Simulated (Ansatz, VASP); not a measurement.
## Two plane-wave programs on SnO

```
Sn O
1.0
     3.82220    0.00000    0.00000
     0.00000    3.82220    0.00000
     0.00000    0.00000    4.65623
Sn O
2 2
Cartesian
  0.0000 1.9111 1.1435
  1.9111 0.0000 3.5127
  0.0000 0.0000 0.0000
  1.9111 1.9111 0.0000
```

Alike in both runs: task single point; functional LDA; k mesh 10 × 10 × 8; occupations gaussian, width 0.15 eV; no spin polarisation.

```csv
,VASP,Ansatz
version,VASP 6.6.1,Ansatz 0.2.0
potentials or method,"VASP PAW LDA potentials, release 64 (Sn_d, O), cutoff 520 eV","scalar-relativistic, plane waves, PAW"
valence electrons in the cell,40,40
```

```csv
,VASP,Ansatz,Ansatz less VASP
gap on the k mesh at the Fermi level (eV),none,none,-
pressure (GPa),-2.7,-3.2,-0.45
"traceless stress, the component that is largest in VASP (GPa)",1.22,1.23,+0.012
rms of the force components (eV/Å),0.082,0.135,+0.0524
```

Ansatz warns that its potentials were made for another functional, while VASP's fit it. LDA's correlation is that of Perdew and Zunger in VASP and of Perdew and Wang (1992) in Ansatz. Atom by atom the forces differ by 0.052 eV/Å (rms over components). A gap of «none» marks a metal or a gap that the smearing closes.
